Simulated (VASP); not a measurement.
# NaBe6Hg (Fm-3m) in VASP: a series of runs

Runs on NaBe6Hg. Level: PBE. Tasks: single point, relaxation of cell and atoms.

All numbers are computed with VASP 6.6.1; they aren't measurements. Logs are shortened: lines on timing, memory, paths and dates and some standing lists are left out, and cuts for length are marked.

## (1) The cell of the first run

The structure is cubic, space group Fm-3m (No. 225). Conventional cell: a = 7.230 Å, b = 7.230 Å, c = 7.230 Å, α = 90.00°, β = 90.00°, γ = 90.00°. Na (site symmetry m-3m) has 12 Be at 2.56 Å within 3.4 Å. Be (site symmetry mmm) has 2 Na at 2.56 Å and 8 Be at 2.56 Å and 2 Hg at 2.56 Å within 3.4 Å. Hg (site symmetry m-3m) has 12 Be at 2.56 Å within 3.4 Å.

The cell was built from a structure type or drawn by symmetry, and may not be a known phase.

## (2) Single point, PBE

File INCAR:

```
PREC = Accurate ; ENCUT = 520
EDIFF = 1E-7 ; ISMEAR = 0
SIGMA = 0.1 ; LREAL = F
LASPH = T ; NELM = 100
ALGO = Normal ; ISIF = 2
LWAVE = F ; LCHARG = F
GGA = PE ; NBANDS = 26
```

File KPOINTS:

```
regular mesh
0
Gamma
  10 10 10
```

File POSCAR:

```
NaBe6Hg
1.0
    0.0000000000      3.6151827190      3.6151827190
    3.6151827190      0.0000000000      3.6151827190
    3.6151827190      3.6151827190      0.0000000000
Na Be Hg
1 6 1
Direct
    0.0000000000      0.0000000000      0.0000000000
    0.5000000000      0.0000000000      0.0000000000
    0.0000000000      0.5000000000      0.5000000000
    0.0000000000      0.5000000000      0.0000000000
    0.5000000000      0.0000000000      0.5000000000
    0.0000000000      0.0000000000      0.5000000000
    0.5000000000      0.5000000000      0.0000000000
    0.5000000000      0.5000000000      0.5000000000
```

Potentials or basis: VASP PAW PBE potentials, release 64 (Na_pv, Be, Hg).

On the command line:

```console
$ cat potpaw_PBE.64/Na_pv/POTCAR potpaw_PBE.64/Be/POTCAR potpaw_PBE.64/Hg/POTCAR > POTCAR
$ mpirun -np 1 vasp_std > vasp.out
```

OUTCAR:

```text
PREC = Accurate
   ENCUT = 520
   EDIFF = 1E-7
   ISMEAR = 0
   LREAL = F
   LASPH = T
   NELM = 100
   ISIF = 2
   GGA = PE

 ion  position               nearest neighbor table
   1  0.000  0.000  0.000-   2 2.56   4 2.56   6 2.56   3 2.56   5 2.56   6 2.56   3 2.56   4 2.56
                             7 2.56   2 2.56   5 2.56   7 2.56
   2  0.500  0.000  0.000-   1 2.56   8 2.56   8 2.56   1 2.56
   3  0.000  0.500  0.500-   8 2.56   1 2.56   1 2.56   8 2.56
   4  0.000  0.500  0.000-   1 2.56   8 2.56   1 2.56   8 2.56
   5  0.500  0.000  0.500-   8 2.56   1 2.56   8 2.56   1 2.56
   6  0.000  0.000  0.500-   1 2.56   1 2.56   8 2.56   8 2.56
   7  0.500  0.500  0.000-   8 2.56   8 2.56   1 2.56   1 2.56
   8  0.500  0.500  0.500-   3 2.56   5 2.56   7 2.56   2 2.56   4 2.56   7 2.56   2 2.56   5 2.56
                             6 2.56   3 2.56   4 2.56   6 2.56

  LATTYP: Found a face centered cubic cell.
 ALAT       =     7.2303654380

  Lattice vectors:

 A1 = (   0.0000000000,   3.6151827190,   3.6151827190)
 A2 = (   3.6151827190,   0.0000000000,   3.6151827190)
 A3 = (   3.6151827190,   3.6151827190,   0.0000000000)

Analysis of symmetry for initial positions (statically):
=====================================================================
 Subroutine PRICEL returns:
 Original cell was already a primitive cell.

 Routine SETGRP: Setting up the symmetry group for a
 face centered cubic supercell.

 Subroutine GETGRP returns: Found 48 space group operations
 (whereof 48 operations were pure point group operations)
 out of a pool of 48 trial point group operations.

The static configuration has the point symmetry O_h .

Analysis of symmetry for dynamics (positions and initial velocities):
=====================================================================
 Subroutine PRICEL returns:
 Original cell was already a primitive cell.

 Routine SETGRP: Setting up the symmetry group for a
 face centered cubic supercell.

 Subroutine GETGRP returns: Found 48 space group operations
 (whereof 48 operations were pure point group operations)
 out of a pool of 48 trial point group operations.

The dynamic configuration has the point symmetry O_h .

 Subroutine INISYM returns: Found 48 space group operations
 (whereof 48 operations are pure point group operations),
 and found     1 'primitive' translations

----------------------------------------------------------------------------------------

                                     Primitive cell

  volume of cell :      94.4976

  direct lattice vectors                    reciprocal lattice vectors
     0.000000000  3.615182719  3.615182719    -0.138305596  0.138305596  0.138305596
     3.615182719  0.000000000  3.615182719     0.138305596 -0.138305596  0.138305596
     3.615182719  3.615182719  0.000000000     0.138305596  0.138305596 -0.138305596

  length of vectors
     5.112640432  5.112640432  5.112640432     0.239552319  0.239552319  0.239552319

  position of ions in fractional coordinates (direct lattice)
     0.000000000  0.000000000  0.000000000
     0.500000000  0.000000000  0.000000000
     0.000000000  0.500000000  0.500000000
     0.000000000  0.500000000  0.000000000
     0.500000000  0.000000000  0.500000000
     0.000000000  0.000000000  0.500000000
     0.500000000  0.500000000  0.000000000
     0.500000000  0.500000000  0.500000000

  ion indices of the primitive-cell ions
   primitive index   ion index
                 1           1
                 2           2
                 3           3
                 4           4
                 5           5
                 6           6
                 7           7
                 8           8

----------------------------------------------------------------------------------------

 KPOINTS: regular mesh

Automatic generation of k-mesh.
 Grid dimensions read from file:
 generate k-points for:   10   10   10

 Generating k-lattice:

  Cartesian coordinates                     Fractional coordinates (reciprocal lattice)
    -0.013830560  0.013830560  0.013830560     0.100000000  0.000000000  0.000000000
     0.013830560 -0.013830560  0.013830560     0.000000000  0.100000000  0.000000000
     0.013830560  0.013830560 -0.013830560     0.000000000  0.000000000  0.100000000

  Length of vectors
     0.023955232  0.023955232  0.023955232

  Shift w.r.t. Gamma in fractional coordinates (k-lattice)
     0.000000000  0.000000000  0.000000000

 Subroutine IBZKPT returns following result:
 ===========================================

 Found     47 irreducible k-points:

 Following reciprocal coordinates:
            Coordinates               Weight
  0.000000  0.000000  0.000000      1.000000
  0.100000  0.000000  0.000000      8.000000
  0.200000  0.000000  0.000000      8.000000
  0.300000  0.000000  0.000000      8.000000
  0.400000  0.000000  0.000000      8.000000
  0.500000  0.000000  0.000000      4.000000
[... 16 lines left out ...]
  0.300000  0.300000  0.000000      6.000000
  0.400000  0.300000  0.000000     24.000000
 [... further k-points ...]
   k-points           NKPTS =     47   k-points in BZ     NKDIM =     47   number of bands    NBANDS=     26
   number of dos      NEDOS =    301   number of ions     NIONS =      8
   total plane-waves  NPLWV =  64000
   dimension x,y,z NGX =    40 NGY =   40 NGZ =   40
   dimension x,y,z NGXF=    80 NGYF=   80 NGZF=   80
   ions per type =               1   6   1
   NGX,Y,Z   is equivalent  to a cutoff of  13.01, 13.01, 13.01 a.u.
   NGXF,Y,Z  is equivalent  to a cutoff of  26.01, 26.01, 26.01 a.u.
 SYSTEM =  unknown system
   PREC   = accura    normal or accurate (medium, high low for compatibility)
   ISTART =      0    job   : 0-new  1-cont  2-samecut
   ICHARG =      2    charge: 1-file 2-atom 10-const
   ISPIN  =      1    spin polarized calculation?
   LNONCOLLINEAR =      F non collinear calculations
   LSORBIT =      F    spin-orbit coupling
   LASPH  =      T    aspherical Exc in radial PAW
   ENCUT  =  520.0 eV  38.22 Ry    6.18 a.u.   9.51  9.51  9.51*2*pi/ulx,y,z
   NELM   =    100;   NELMIN=  2; NELMDL= -5     # of ELM steps
   EDIFF  = 0.1E-06   stopping-criterion for ELM
   LREAL  =      F    real-space projection
   EDIFFG = 0.1E-05   stopping-criterion for IOM
   NSW    =      0    number of steps for IOM
   IBRION =     -1    ionic relax: 0-MD 1-quasi-New 2-CG
   NFREE  =      0    steps in history (QN), initial steepest desc. (CG)
   ISIF   =      2    stress and relaxation
   ISYM   =      2    0-nonsym 1-usesym 2-fastsym
   POTIM  = 0.5000    time-step for ionic-motion
   TEBEG  =    0.0;   TEEND  =   0.0 temperature during run
   PSTRESS=    0.0 pullay stress
   NELECT =      31.0000    total number of electrons
   NUPDOWN=      -1.0000    fix difference up-down
   EMIN   =  10.00;   EMAX   =-10.00  energy-range for DOS
   EFERMI =   0.00;   METHOD = LEGACY
   ISMEAR =     0;   SIGMA  =   0.10  broadening in eV -4-tet -1-fermi 0-gaus
   EFERMI_NEDOS =   21; number of points for ismear=-14 and -15
   IALGO  =     38    algorithm
   IMIX   =      4    mixing-type and parameters
     AMIX     =   0.40;   BMIX     =  1.00
     AMIX_MAG =   1.60;   BMIX_MAG =  1.00
  volume/ion in A,a.u.               =      11.81        79.71
  Fermi-wavevector in a.u.,A,eV,Ry     =   1.129072  2.133638 17.344770  1.274805
  Thomas-Fermi vector in A             =   2.265765
   LORBIT       =      0    0 simple, 1 ext, 2 COOP (PROOUT), +10 PAW based schemes
   GGA     = PE    functional components
   LHFCALC =     F    Hartree Fock is set to
   AEXX    =    0.0000 exact exchange contribution
   IVDW    =     0    specifies the selected vdW correction
   LEPSILON=     F    determine dielectric tensor
   LRPA    =     F    only Hartree local field effects (RPA)
 non-spin polarized calculation
 Gauss-broadening in eV      SIGMA  =   0.10
  energy-cutoff  :      520.00
  volume of cell :       94.50
 maximum number of plane-waves:      2637
 NGX is ok and might be reduce to    40
   NGX = 19   NGY = 19   NGZ = 19

 number of electron      30.9999993 magnetization

 Free energy of the ion-electron system (eV)
  ---------------------------------------------------
  ext. energy  EPLUGINS =         0.00000000
  ---------------------------------------------------
  free energy    TOTEN  =       -18.45389644 eV

  energy without entropy =      -18.44521518  energy(sigma->0) =      -18.44955581

 E-fermi :   5.1223     XC(G=0): -10.2759

 val. band max:        5.1070695745   @ k =  -0.1000   0.1000   0.0000
 cond. band min:       5.1242798772   @ k =   0.0000   0.0000   0.0000
 fundamental gap:      0.0172103026
 Fermi energy:         5.1222894311

 k-point     1 :       0.0000    0.0000    0.0000
  band No.  band energies     occupation
      1     -18.2706      2.00000
      2     -18.2706      2.00000
      3     -18.2706      2.00000
      4      -5.1052      2.00000
      5      -3.8128      2.00000
      6      -3.8128      2.00000
[... 18 lines left out ...]
     25      11.5539      0.00000
     26      11.5539      0.00000

 k-point     2 :       0.1000    0.0000    0.0000
  band No.  band energies     occupation
      1     -18.2707      2.00000
      2     -18.2706      2.00000
      3     -18.2706      2.00000
      4      -5.0337      2.00000
      5      -3.8296      2.00000
      6      -3.8115      2.00000
[... 18 lines left out ...]
     25      11.3499      0.00000
     26      11.6272      0.00000

 k-point     3 :       0.2000    0.0000    0.0000
  band No.  band energies     occupation
      1     -18.2708      2.00000
      2     -18.2705      2.00000
      3     -18.2705      2.00000
      4      -4.8261      2.00000
      5      -3.8668      2.00000
      6      -3.8083      2.00000
[... 18 lines left out ...]
     25      11.4305      0.00000
     26      11.8452      0.00000

 k-point     4 :       0.3000    0.0000    0.0000
  band No.  band energies     occupation
      1     -18.2710      2.00000
      2     -18.2705      2.00000
      3     -18.2705      2.00000
      4      -4.5198      2.00000
      5      -3.8789      2.00000
      6      -3.8054      2.00000
[... 18 lines left out ...]
     25      11.1626      0.00000
     26      12.2003      0.00000

 k-point     5 :       0.4000    0.0000    0.0000
  band No.  band energies     occupation
      1     -18.2712      2.00000
      2     -18.2704      2.00000
      3     -18.2704      2.00000
      4      -4.2656      2.00000
      5      -3.8041      2.00000
      6      -3.8041      2.00000
[... 18 lines left out ...]
     25      11.2397      0.00000
     26      12.6660      0.00000

 k-point     6 :       0.5000    0.0000    0.0000
  band No.  band energies     occupation
      1     -18.2712      2.00000
      2     -18.2704      2.00000
      3     -18.2704      2.00000
      4      -4.2053      2.00000
      5      -3.8039      2.00000
      6      -3.8039      2.00000
[... 427 lines left out ...]
 k-point    21 :      -0.3000    0.2000    0.0000
  band No.  band energies     occupation
      1     -18.2710      2.00000
      2     -18.2705      2.00000
      3     -18.2704      2.00000
      4      -4.1483      2.00000
      5      -3.9139      2.00000
      6      -3.7976      2.00000
[... 18 lines left out ...]
     25      11.4483      0.00000
     26      12.2809      0.00000

 k-point    22 :      -0.2000    0.2000    0.0000
  band No.  band energies     occupation
      1     -18.2709      2.00000
      2     -18.2705      2.00000
      3     -18.2704      2.00000
      4      -4.4081      2.00000
      5      -3.9222      2.00000
      6      -3.8008      2.00000
[... 18 lines left out ...]
     25      11.9265      0.00000
     26      12.4683      0.00000

 k-point    23 :       0.3000    0.3000    0.0000
  band No.  band energies     occupation
      1     -18.2709      2.00000
      2     -18.2704      2.00000
      3     -18.2704      2.00000
      4      -4.3073      2.00000
      5      -3.9624      2.00000
      6      -3.7996      2.00000
[... 18 lines left out ...]
     25      10.8945      0.00000
     26      13.5258      0.00000

 k-point    24 :       0.4000    0.3000    0.0000
  band No.  band energies     occupation
      1     -18.2709      2.00000
      2     -18.2704      2.00000
      3     -18.2703      2.00000
      4      -4.0677      2.00000
      5      -3.9847      2.00000
      6      -3.8030      2.00000
[... 18 lines left out ...]
     25      10.9609      0.00000
     26      12.7746      0.00000

 [... further k-points ...]

------------------------ aborting loop because EDIFF is reached ----------------------------------------

  FORCE on cell =-STRESS in cart. coord.  units (eV):
  Direction    XX          YY          ZZ          XY          YZ          ZX
  --------------------------------------------------------------------------------------
  -------------------------------------------------------------------------------------
  Total        0.1308053      0.1308053      0.1308053      0.0000000     -0.0000000      0.0000000
  in kB        2.2177630      2.2177630      2.2177630      0.0000000     -0.0000000      0.0000000
  external PRESSURE =       2.2177630 kB  Pullay stress =       0.0000000 kB

 VOLUME and BASIS-vectors are now :
 -----------------------------------------------------------------------------
  energy-cutoff  :      520.00
  volume of cell :       94.50
      direct lattice vectors                 reciprocal lattice vectors
     0.000000000  3.615182719  3.615182719    -0.138305596  0.138305596  0.138305596
     3.615182719  0.000000000  3.615182719     0.138305596 -0.138305596  0.138305596
     3.615182719  3.615182719  0.000000000     0.138305596  0.138305596 -0.138305596

 POSITION                                       TOTAL-FORCE (eV/Angst)
 -----------------------------------------------------------------------------------
      0.00000      0.00000      0.00000        -0.000000     -0.000000     -0.000000
      0.00000      1.80759      1.80759        -0.000000      0.000000     -0.000000
      3.61518      1.80759      1.80759        -0.000000     -0.000000     -0.000000
      1.80759      0.00000      1.80759        -0.000000     -0.000000     -0.000000
      1.80759      3.61518      1.80759        -0.000000     -0.000000     -0.000000
      1.80759      1.80759      0.00000        -0.000000     -0.000000     -0.000000
      1.80759      1.80759      3.61518         0.000000     -0.000000     -0.000000
      3.61518      3.61518      3.61518         0.000000      0.000000      0.000000
 -----------------------------------------------------------------------------------
    total drift:                                0.000000     -0.000000      0.000000

  FREE ENERGIE OF THE ION-ELECTRON SYSTEM (eV)
  ---------------------------------------------------
  free  energy   TOTEN  =       -18.4538964403 eV

  energy  without entropy=      -18.4452151849  energy(sigma->0) =      -18.44955581
```

It took 1.8 min on 1 thread of Intel Xeon Platinum 8488C (Sapphire Rapids), shared host; peak memory 0.3 GiB.

Results:

```
Free energy            : -18.4539 eV
Pressure               : 0.2 GPa
Band gap on the k mesh : zero (an odd number of electrons rules out a gap without spin polarisation)
```

Levels at points of the mesh, in eV from the Fermi level:
| k point | band 12 | band 13 | band 14 | band 15 | band 16 | band 17 | band 18 | band 19 | band 20 | band 21 |
| --- | --- | --- | --- | --- | --- | --- | --- | --- | --- | --- |
| (0.00, 0.00, 0.00) | -3.30 | -3.30 | -1.07 | -1.07 | -1.07 | -0.60 | 0.00 | 0.00 | 0.00 | 3.39 |
| (0.50, 0.00, 0.00) | -3.46 | -3.12 | -2.53 | -1.49 | -1.49 | 1.70 | 1.70 | 3.09 | 3.32 | 3.32 |
| (0.50, 0.50, 0.00) | -4.55 | -4.06 | -3.39 | 1.27 | 1.27 | 2.23 | 2.23 | 3.42 | 3.66 | 3.67 |

Caveat: spin-orbit coupling is left out, which moves the levels of the heavy elements.

(Part 1 of 2 ends here.)
